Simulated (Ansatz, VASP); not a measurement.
## SiO2: VASP beside Ansatz

```xyz
6
Lattice="4.0305 0.0000 0.0000 0.0000 4.0305 0.0000 0.0000 0.0000 2.8529" Properties=species:S:1:pos:R:3 pbc="T T T"
Si    2.0152    2.0152    1.4264
Si    0.0000    0.0000    0.0000
O     2.7989    2.7989    0.0000
O     0.7836    3.2469    1.4264
O     1.2316    1.2316    0.0000
O     3.2469    0.7836    1.4264
```

Alike in both runs: task single point; functional LDA; k mesh 6 × 6 × 8; occupations gaussian, width 0.05 eV; no spin polarisation.

|  | VASP | Ansatz |
| --- | --- | --- |
| version | VASP 6.6.1 | Ansatz 0.2.0 |
| potentials or method | VASP PAW LDA potentials, release 64 (Si, O_h), cutoff 910 eV | scalar-relativistic, plane waves, PAW |
| valence electrons in the cell | 32 | 32 |

Ansatz gave:

```
gap on the k mesh at the Fermi level (eV) : 5.21
least direct gap on the mesh (eV)         : 5.21
rms of the force components (eV/Å)        : 0.219
```

Question: What did VASP give for the same quantities?

Answer: gap on the k mesh at the Fermi level (eV): 5.19; least direct gap on the mesh (eV): 5.19; rms of the force components (eV/Å): 0.217.

Ansatz warns that its potentials were made for another functional, while VASP's fit it. LDA's correlation is that of Perdew and Zunger in VASP and of Perdew and Wang (1992) in Ansatz. Atom by atom the forces differ by 0.003 eV/Å (rms over components).

Noted on VASP's run: the cutoff is short for stress, so the pressure is rough.
